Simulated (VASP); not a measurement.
Here is a VASP 6.6.1 calculation.

File INCAR:

```
PREC = Accurate ; ENCUT = 700
EDIFF = 1E-6 ; ISMEAR = -1
SIGMA = 0.03 ; LREAL = False
LASPH = True ; NELM = 120
ALGO = Normal ; ISIF = 2
LWAVE = False ; LCHARG = False
NBANDS = 20 ; GGA_COMPAT = False
```

Contents of KPOINTS:

```
Automatic mesh
0
Gamma
  11 11 6
```

The input POSCAR:

```
MnO2
1.0
    2.6737290748      0.0000000000      0.0000000000
   -1.3368645374      2.3155173016      0.0000000000
    0.0000000000      0.0000000000      4.3068408523
Mn O
1 2
Direct
    0.0000000000      0.0000000000      0.5000000000
    0.6666666667      0.3333333333      0.2937074300
    0.3333333333      0.6666666667      0.7062925700
```

Potentials or basis: VASP PAW LDA potentials, release 64 (Mn_sv, O).

Launch:

```sh
$ cat potpaw_LDA.64/Mn_sv/POTCAR potpaw_LDA.64/O/POTCAR > POTCAR
$ mpirun -np 1 vasp_std > vasp.out
```

Question: Predict the pressure.

Answer: 35.7 GPa.

Question: Estimate the band gap on the k mesh.

Answer: Zero (an odd number of electrons rules out a gap without spin polarisation).

Question: Predict the largest force.

Answer: 2.798 eV/Å.

Stress tensor (GPa, compression positive):
```
39.17  0.00  0.00
 0.00 39.17  0.00
 0.00  0.00 28.79
```

Caveat: the stress differs along the axes, from 29 to 39 GPa; an odd number of electrons without spin polarisation forces a metal; a magnetic or distorted state may lie lower; the run has no spin polarisation, though such a crystal can be magnetic; semilocal functionals often make such compounds metallic where correlation or magnetic order opens a gap, which also shifts bond lengths. Spin polarisation is off, so any magnetic state and its effect on volume and gap are missing.
